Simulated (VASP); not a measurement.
Ag3Cl:

```
CELL_PARAMETERS angstrom
4.35556 0.00000 0.00000
0.00000 4.35556 0.00000
0.00000 0.00000 4.35556
ATOMIC_POSITIONS crystal
Ag 0.00000 0.50000 0.50000
Ag 0.50000 0.00000 0.50000
Ag 0.50000 0.50000 0.00000
Cl 0.00000 0.00000 0.00000
```

```yaml
Program: VASP 6.6.1
Task: relaxation of cell and atoms
Functional: PBE
Potentials_or_basis: VASP PAW PBE potentials, release 64 (Ag, Cl)
Cutoff: 600 eV
k_mesh: 10 × 10 × 10
Occupations: gaussian, width 0.1 eV
Spin: no spin polarisation
```

At the start: pressure -3.5 GPa; volume 20.66 Å³/atom.

Where does the relaxation end?

Over 3 steps the energy falls by 17.0 meV/atom and the volume is 19.24 Å³/atom (-6.9 %); space group Pm-3m (No. 221, to 0.1 Å) before and after.

Step by step:
| step | energy change (eV) | largest force (eV/Å) | pressure (GPa) | volume (Å³) |
| --- | --- | --- | --- | --- |
| 1 | 0.0000 | 0.0000 | -3.54 | 82.63 |
| 2 | -0.0676 | 0.0000 | -0.26 | 77.29 |
| 3 | -0.0678 | 0.0000 | 0.00 | 76.96 |

Final structure:
```xyz
4
Lattice="4.2536 0.0000 0.0000 0.0000 4.2536 0.0000 0.0000 0.0000 4.2536" Properties=species:S:1:pos:R:3 pbc="T T T"
Ag    0.0000    2.1268    2.1268
Ag    2.1268    0.0000    2.1268
Ag    2.1268    2.1268    0.0000
Cl    0.0000    0.0000    0.0000
```
